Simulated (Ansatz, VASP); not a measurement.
# Two plane-wave programs on BaS

```
Ba S
1.0
    -0.00803    3.21180    3.21180
     3.21180   -0.00803    3.21180
     3.20377    3.20377    0.00000
Ba S
1 1
Direct
  0.00000 0.00000 0.00000
  0.50000 0.50000 0.50000
```

Change from the starting cell: shear_xy strain -0.5%.

Alike in both runs: task single point; functional r2SCAN; k mesh 8 × 8 × 8; no spin polarisation.

```csv
,VASP,Ansatz
version,VASP 6.6.1,Ansatz 0.2.0
potentials or method,"VASP PAW PBE potentials, release 64 (Ba_sv, S)","plane waves, PAW"
plane-wave cutoff (eV),520,500
occupations,"gaussian, width 0.01 eV",fixed
valence electrons in the cell,16,16
```

VASP gave:

| Item | Value |
| --- | --- |
| gap on the k mesh at the Fermi level (eV) | 2.48 |
| pressure (GPa) | 0.6 |
| traceless stress, the component that is largest in VASP (GPa) | 0.10 |

Question: Which values does Ansatz return?

Answer: gap on the k mesh at the Fermi level (eV): 2.57; pressure (GPa): 0.0; traceless stress, the component that is largest in VASP (GPa): 0.10.

VASP's potentials were made for PBE, not for r2SCAN.

Neither program's run includes spin-orbit coupling.
